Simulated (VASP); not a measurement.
# Al12C in VASP: relaxation of the atoms with PBE

Aim: the relaxation of the atoms of Al12C with PBE.

All numbers are computed with VASP 6.6.1; they aren't measurements. Logs are shortened: lines on timing, memory, paths and dates and some standing lists are left out, and cuts for length are marked.

## 1. The cell of the first run

The cell holds a slab with vacuum, 13 atoms: a = 5.714 Å, b = 5.714 Å, c = 20.101 Å, α = 90.00°, β = 90.00°, γ = 120.00°.

## 2. Relaxation of the atoms, PBE

File INCAR:

```
SYSTEM = Al12C
PREC = Accurate
ENCUT = 520
EDIFF = 1E-6
ISMEAR = 0
SIGMA = 0.1
LREAL = .FALSE.
LASPH = .TRUE.
NELM = 80
ALGO = Fast
ISIF = 2
LWAVE = .FALSE.
LCHARG = .FALSE.
LDIPOL = .TRUE.
IDIPOL = 3
DIPOL = 0.5 0.5 0.327
GGA = PE
IBRION = 2
NSW = 36
EDIFFG = -0.025
KPAR = 4
```

File KPOINTS:

```
Automatic mesh
0
G
  6 6 1
  0 0 0
```

File POSCAR:

```
Al12C
1.0
    5.7135165837      0.0000000000      0.0000000000
   -2.8567582918      4.9480505064      0.0000000000
    0.0000000000      0.0000000000     20.1013782189
Al C
12 1
Selective dynamics
Direct
    0.3333333333      0.1666666667      0.1989913307  F F F
    0.3333333333      0.6666666667      0.1989913307  F F F
    0.8333333333      0.1666666667      0.1989913307  F F F
    0.8333333333      0.6666666667      0.1989913307  F F F
    0.1666666667      0.3333333333      0.3134471524  F F F
    0.1666666667      0.8333333333      0.3134471524  F F F
    0.6666666667      0.3333333333      0.3134471524  F F F
    0.6666666667      0.8333333333      0.3134471524  F F F
    0.0000000000      0.0000000000      0.4278999243  F F F
    0.0000000000      0.5000000000      0.4278999243  F F F
    0.5000000000      0.0000000000      0.4278999243  F F F
    0.5000000000      0.5000000000      0.4278999243  F F F
    0.0000000000      0.2500000000      0.4865661329  F F T
```

Potentials or basis: VASP PAW PBE potentials, release 64 (Al, C).

Command:

```bash
> cat potpaw_PBE.64/Al/POTCAR potpaw_PBE.64/C/POTCAR > POTCAR
> mpirun -np 4 vasp_std > vasp.out
```

OUTCAR:

```text
SYSTEM = Al12C
   PREC = Accurate
   ENCUT = 520
   EDIFF = 1E-6
   ISMEAR = 0
   LREAL = .FALSE.
   LASPH = .TRUE.
   NELM = 80
   ISIF = 2
   GGA = PE
   IBRION = 2
   NSW = 36
   EDIFFG = -0.025

 ion  position               nearest neighbor table
   1  0.333  0.167  0.199-   5 2.83   6 2.83   7 2.83   2 2.86   2 2.86   3 2.86   3 2.86   4 2.86
                             4 2.86
   2  0.333  0.667  0.199-   6 2.83   5 2.83   8 2.83   1 2.86   1 2.86   4 2.86   4 2.86   3 2.86
                             3 2.86
   3  0.833  0.167  0.199-   7 2.83   8 2.83   5 2.83   4 2.86   4 2.86   1 2.86   1 2.86   2 2.86
                             2 2.86
   4  0.833  0.667  0.199-   8 2.83   7 2.83   6 2.83   3 2.86   3 2.86   2 2.86   2 2.86   1 2.86
                             1 2.86
   5  0.167  0.333  0.313-   9 2.83  12 2.83  10 2.83   1 2.83   2 2.83   3 2.83   6 2.86   6 2.86
                             7 2.86   7 2.86   8 2.86   8 2.86
   6  0.167  0.833  0.313-  10 2.83  11 2.83   9 2.83   2 2.83   1 2.83   4 2.83   5 2.86   5 2.86
                             8 2.86   8 2.86   7 2.86   7 2.86
   7  0.667  0.333  0.313-  11 2.83  10 2.83  12 2.83   3 2.83   4 2.83   1 2.83   8 2.86   8 2.86
                             5 2.86   5 2.86   6 2.86   6 2.86
   8  0.667  0.833  0.313-  12 2.83   9 2.83  11 2.83   4 2.83   3 2.83   2 2.83   7 2.86   7 2.86
                             6 2.86   6 2.86   5 2.86   5 2.86
   9  0.000  0.000  0.428-  13 1.85   5 2.83   8 2.83   6 2.83  10 2.86  10 2.86  11 2.86  11 2.86
                            12 2.86  12 2.86
  10  0.000  0.500  0.428-  13 1.85   6 2.83   7 2.83   5 2.83   9 2.86   9 2.86  12 2.86  12 2.86
                            11 2.86  11 2.86
  11  0.500  0.000  0.428-   7 2.83   6 2.83   8 2.83  12 2.86  12 2.86   9 2.86   9 2.86  10 2.86
                            10 2.86
  12  0.500  0.500  0.428-   8 2.83   5 2.83   7 2.83  11 2.86  11 2.86  10 2.86  10 2.86   9 2.86
                             9 2.86
  13  0.000  0.250  0.487-   9 1.85  10 1.85

  LATTYP: Found a hexagonal cell.
 ALAT       =     5.7135165837
 C/A-ratio  =     3.5182147325

  Lattice vectors:

 A1 = (   5.7135165837,   0.0000000000,   0.0000000000)
 A2 = (  -2.8567582918,   4.9480505064,   0.0000000000)
 A3 = (   0.0000000000,   0.0000000000,  20.1013782189)

Analysis of symmetry for initial positions (statically):
=====================================================================
 Subroutine PRICEL returns:
 Original cell was already a primitive cell.

 Routine SETGRP: Setting up the symmetry group for a
 hexagonal supercell.

 Subroutine GETGRP returns: Found  2 space group operations
 (whereof  1 operations were pure point group operations)
 out of a pool of 24 trial point group operations.

The static configuration has the point symmetry C_1 .
 The point group associated with its full space group is C_1h.

Analysis of symmetry for dynamics (positions and initial velocities):
=====================================================================
 Subroutine PRICEL returns:
 Original cell was already a primitive cell.

 Routine SETGRP: Setting up the symmetry group for a
 hexagonal supercell.

 Subroutine GETGRP returns: Found  2 space group operations
 (whereof  1 operations were pure point group operations)
 out of a pool of 24 trial point group operations.

The dynamic configuration has the point symmetry C_1 .
 The point group associated with its full space group is C_1h.

Analysis of constrained symmetry for selective dynamics:
=====================================================================
 Subroutine PRICEL returns:
 Original cell was already a primitive cell.

 Routine SETGRP: Setting up the symmetry group for a
 hexagonal supercell.

 Subroutine GETGRP returns: Found  2 space group operations
 (whereof  1 operations were pure point group operations)
 out of a pool of 24 trial point group operations.

The constrained configuration has the point symmetry C_1 .
 The point group associated with its full space group is C_1h.

 Subroutine INISYM returns: Found  2 space group operations
 (whereof  1 operations are pure point group operations),
 and found     1 'primitive' translations

----------------------------------------------------------------------------------------

                                     Primitive cell

  volume of cell :     568.2814

  direct lattice vectors                    reciprocal lattice vectors
     5.713516584  0.000000000  0.000000000     0.175023558  0.101049898  0.000000000
    -2.856758292  4.948050506  0.000000000     0.000000000  0.202099796  0.000000000
     0.000000000  0.000000000 20.101378219     0.000000000  0.000000000  0.049747833

  length of vectors
     5.713516584  5.713516584 20.101378219     0.202099796  0.202099796  0.049747833

  position of ions in fractional coordinates (direct lattice)
     0.333333333  0.166666667  0.198991331
     0.333333333  0.666666667  0.198991331
     0.833333333  0.166666667  0.198991331
     0.833333333  0.666666667  0.198991331
     0.166666667  0.333333333  0.313447152
     0.166666667  0.833333333  0.313447152
     0.666666667  0.333333333  0.313447152
     0.666666667  0.833333333  0.313447152
     0.000000000  0.000000000  0.427899924
     0.000000000  0.500000000  0.427899924
     0.500000000  0.000000000  0.427899924
     0.500000000  0.500000000  0.427899924
     0.000000000  0.250000000  0.486566133

  ion indices of the primitive-cell ions
   primitive index   ion index
                 1           1
                 2           2
                 3           3
                 4           4
                 5           5
                 6           6
                 7           7
                 8           8
                 9           9
                10          10
                11          11
                12          12
                13          13

----------------------------------------------------------------------------------------

 KPOINTS: Automatic mesh

Automatic generation of k-mesh.
 Grid dimensions read from file:
 generate k-points for:    6    6    1

 Generating k-lattice:

  Cartesian coordinates                     Fractional coordinates (reciprocal lattice)
     0.029170593  0.016841650  0.000000000     0.166666667  0.000000000  0.000000000
     0.000000000  0.033683299  0.000000000     0.000000000  0.166666667  0.000000000
     0.000000000  0.000000000  0.049747833     0.000000000  0.000000000  1.000000000

  Length of vectors
     0.033683299  0.033683299  0.049747833

  Shift w.r.t. Gamma in fractional coordinates (k-lattice)
     0.000000000  0.000000000  0.000000000

 Subroutine IBZKPT returns following result:
 ===========================================

 Found     13 irreducible k-points:

 Following reciprocal coordinates:
            Coordinates               Weight
  0.000000  0.000000  0.000000      1.000000
  0.166667 -0.000000  0.000000      2.000000
  0.000000  0.166667  0.000000      4.000000
  0.333333 -0.000000  0.000000      2.000000
  0.000000  0.333333  0.000000      4.000000
  0.500000 -0.000000  0.000000      1.000000
  0.000000  0.500000  0.000000      2.000000
  0.166667  0.166667  0.000000      4.000000
 -0.166667  0.333333  0.000000      2.000000
  0.333333  0.166667  0.000000      4.000000
 -0.166667  0.500000  0.000000      4.000000
  0.500000  0.333333  0.000000      4.000000
  0.333333  0.333333  0.000000      2.000000
   k-points           NKPTS =     13   k-points in BZ     NKDIM =     13   number of bands    NBANDS=     27
   number of dos      NEDOS =    301   number of ions     NIONS =     13
   total plane-waves  NPLWV = 264600
   dimension x,y,z NGX =    42 NGY =   42 NGZ =  150
   dimension x,y,z NGXF=    84 NGYF=   84 NGZF=  300
   ions per type =              12   1
   NGX,Y,Z   is equivalent  to a cutoff of  12.22, 12.22, 12.41 a.u.
   NGXF,Y,Z  is equivalent  to a cutoff of  24.44, 24.44, 24.81 a.u.
 SYSTEM =  Al12C
   PREC   = accura    normal or accurate (medium, high low for compatibility)
   ISTART =      0    job   : 0-new  1-cont  2-samecut
   ICHARG =      2    charge: 1-file 2-atom 10-const
   ISPIN  =      1    spin polarized calculation?
   LNONCOLLINEAR =      F non collinear calculations
   LSORBIT =      F    spin-orbit coupling
   LASPH  =      T    aspherical Exc in radial PAW
   ENCUT  =  520.0 eV  38.22 Ry    6.18 a.u.  10.62 10.62 37.38*2*pi/ulx,y,z
   NELM   =     80;   NELMIN=  2; NELMDL= -5     # of ELM steps
   EDIFF  = 0.1E-05   stopping-criterion for ELM
   LREAL  =      F    real-space projection
   EDIFFG = -.3E-01   stopping-criterion for IOM
   NSW    =     36    number of steps for IOM
   IBRION =      2    ionic relax: 0-MD 1-quasi-New 2-CG
   NFREE  =      1    steps in history (QN), initial steepest desc. (CG)
   ISIF   =      2    stress and relaxation
   ISYM   =      2    0-nonsym 1-usesym 2-fastsym
   POTIM  = 0.5000    time-step for ionic-motion
   TEBEG  =    0.0;   TEEND  =   0.0 temperature during run
   PSTRESS=    0.0 pullay stress
   NELECT =      40.0000    total number of electrons
   NUPDOWN=      -1.0000    fix difference up-down
   EMIN   =  10.00;   EMAX   =-10.00  energy-range for DOS
   EFERMI =   0.00;   METHOD = LEGACY
   ISMEAR =     0;   SIGMA  =   0.10  broadening in eV -4-tet -1-fermi 0-gaus
   EFERMI_NEDOS =   21; number of points for ismear=-14 and -15
   IALGO  =     68    algorithm
   IMIX   =      4    mixing-type and parameters
     AMIX     =   0.40;   BMIX     =  1.00
     AMIX_MAG =   1.60;   BMIX_MAG =  1.00
  volume/ion in A,a.u.               =      43.71       295.00
  Fermi-wavevector in a.u.,A,eV,Ry     =   0.675938  1.277338  6.216400  0.456892
  Thomas-Fermi vector in A             =   1.753103
   LORBIT       =      0    0 simple, 1 ext, 2 COOP (PROOUT), +10 PAW based schemes
   GGA     = PE    functional components
   LHFCALC =     F    Hartree Fock is set to
   AEXX    =    0.0000 exact exchange contribution
   IVDW    =     0    specifies the selected vdW correction
   LEPSILON=     F    determine dielectric tensor
   LRPA    =     F    only Hartree local field effects (RPA)
 conjugate gradient relaxation of ions
 non-spin polarized calculation
 RMM-DIIS sequential band-by-band and
 Gauss-broadening in eV      SIGMA  =   0.10
  energy-cutoff  :      520.00
  volume of cell :      568.28
 maximum number of plane-waves:     15351
   NGX = 21   NGY = 21   NGZ = 75

 dipolmoment           0.000000      0.000000     -0.051349 electrons x Angstroem

--------------------------------------- Ionic step        1  -------------------------------------------

 number of electron      40.0000000 magnetization

 Free energy of the ion-electron system (eV)
  ---------------------------------------------------
  ext. energy  EPLUGINS =         0.00000000
  ---------------------------------------------------
  free energy    TOTEN  =       -48.50642481 eV

  energy without entropy =      -48.47485167  energy(sigma->0) =      -48.49063824

------------------------ aborting loop because EDIFF is reached ----------------------------------------

  FORCE on cell =-STRESS in cart. coord.  units (eV):
  Direction    XX          YY          ZZ          XY          YZ          ZX
  --------------------------------------------------------------------------------------
  -------------------------------------------------------------------------------------
  Total       -4.7355691     -1.0455303      3.9755026     -3.1956674     -0.0547789     -0.0948800
  in kB      -13.3511695     -2.9477032     11.2082852     -9.0096661     -0.1544403     -0.2674988
  external PRESSURE =      -1.6968625 kB  Pullay stress =       0.0000000 kB
[... 81 lines left out ...]
--------------------------------------- Ionic step        3  -------------------------------------------

 number of electron      40.0000000 magnetization

 dipolmoment           0.000000      0.000000      0.220960 electrons x Angstroem

 Free energy of the ion-electron system (eV)
  ---------------------------------------------------
  ext. energy  EPLUGINS =         0.00000000
  ---------------------------------------------------
  free energy    TOTEN  =       -48.52609690 eV

  energy without entropy =      -48.49473639  energy(sigma->0) =      -48.51041664

 E-fermi :  -0.2105     XC(G=0):  -4.5613

 val. band max:       -0.2159840034   @ k =  -0.1667   0.5000   0.0000
 cond. band min:      -0.2071815606   @ k =   0.1667  -0.0000   0.0000
 fundamental gap:      0.0088024428
 Fermi energy:        -0.2104684461

 k-point     1 :       0.0000    0.0000    0.0000
  band No.  band energies     occupation
      1     -11.2609      2.00000
      2     -10.2393      2.00000
      3      -8.3191      2.00000
      4      -5.7603      2.00000
      5      -4.9868      2.00000
      6      -4.9817      2.00000
[... 379 lines left out ...]
     26       2.4555      0.00000
     27       2.5018      0.00000

------------------------ aborting loop because EDIFF is reached ----------------------------------------

 vacuum level on the upper side and lower side of the slab       (xc-potential included)         0.674        -0.707

  FORCE on cell =-STRESS in cart. coord.  units (eV):
  Direction    XX          YY          ZZ          XY          YZ          ZX
  --------------------------------------------------------------------------------------
  -------------------------------------------------------------------------------------
  Total       -4.8875009     -1.9286999      2.9545141     -2.5623968     -0.0691876     -0.1198366
  in kB      -13.7795166     -5.4376568      8.3297737     -7.2242625     -0.1950633     -0.3378598
  external PRESSURE =      -3.6291332 kB  Pullay stress =       0.0000000 kB
[... 28 lines left out ...]
  FREE ENERGIE OF THE ION-ELECTRON SYSTEM (eV)
  ---------------------------------------------------
  free  energy   TOTEN  =       -48.5260969008 eV

  energy  without entropy=      -48.4947363879  energy(sigma->0) =      -48.51041664

 reached required accuracy - stopping structural energy minimisation

 vacuum level on the upper side and lower side of the slab         5.315         3.897
```

It took 8.2 min on 4 MPI ranks of Oxide Virtual Turin-like, shared host; peak memory 0.7 GiB.

What came out:

```yaml
Free_energy: -48.5261 eV
Energy_gained_by_relaxing: 1.5 meV/atom
Ionic_steps: 3
Band_gap_on_the_k_mesh: zero (bands 20 and 21 overlap by 0.34 eV)
```

Step by step:
| step | energy change (eV) | largest force on free atoms (eV/Å) | pressure (GPa) |
| --- | --- | --- | --- |
| 1 | 0.0000 | 0.7033 | -0.17 |
| 2 | -0.0165 | 0.2758 | -0.29 |
| 3 | -0.0197 | 0.0022 | -0.36 |

Final structure:
```
CELL_PARAMETERS angstrom
5.71352 0.00000 0.00000
-2.85676 4.94805 0.00000
0.00000 0.00000 20.10138
ATOMIC_POSITIONS crystal
Al 0.33333 0.16667 0.19899
Al 0.33333 0.66667 0.19899
Al 0.83333 0.16667 0.19899
Al 0.83333 0.66667 0.19899
Al 0.16667 0.33333 0.31345
Al 0.16667 0.83333 0.31345
Al 0.66667 0.33333 0.31345
Al 0.66667 0.83333 0.31345
Al 0.00000 0.00000 0.42790
Al 0.00000 0.50000 0.42790
Al 0.50000 0.00000 0.42790
Al 0.50000 0.50000 0.42790
C 0.00000 0.25000 0.48941
```
